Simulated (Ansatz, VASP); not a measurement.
**Two plane-wave programs on Al2InN3**

```xyz
12
Lattice="4.5873 -2.8584 0.0000 4.5873 2.8584 0.0000 0.0000 0.0000 4.8975" Properties=species:S:1:pos:R:3 pbc="T T T"
Al    1.5748    0.9331    4.8570
Al    7.5997    0.9331    4.8570
Al    7.5997   -0.9331    2.4083
Al    1.5748   -0.9331    2.4083
In    4.5873    1.0172    4.8338
In    4.5873   -1.0172    2.3850
N     1.6991    0.8486    1.7420
N     7.4755    0.8486    1.7420
N     7.4755   -0.8486    4.1908
N     1.6991   -0.8486    4.1908
N     4.5873    1.1535    1.9890
N     4.5873   -1.1535    4.4378
```

Change from the starting cell: volume 10.703 Å^3 an atom, stretch along b over the lengths across it, relative to the relaxed cell 1.0835.

Alike in both runs: task single point; functional PBE; k mesh 6 × 6 × 6; occupations gaussian, width 0.05 eV; no spin polarisation.

```csv
,VASP,Ansatz
version,VASP 6.6.1,Ansatz 0.2.0
potentials or method,"VASP PAW PBE potentials, release 64 (Al, In_d, N), cutoff 520 eV","scalar-relativistic, plane waves, PAW"
valence electrons in the cell,68,68
```

Ansatz gave:

| Quantity | Value |
| --- | --- |
| gap on the k mesh at the Fermi level (eV) | 2.76 |
| least direct gap on the mesh (eV) | 2.76 |
| rms of the force components (eV/Å) | 0.723 |

Q: What did VASP give for the same quantities?

A: gap on the k mesh at the Fermi level (eV): 2.77; least direct gap on the mesh (eV): 2.77; rms of the force components (eV/Å): 0.726.

Atom by atom the forces differ by 0.008 eV/Å (rms over components). With one functional, cell and mesh, what is left measures potentials, basis and numerics.
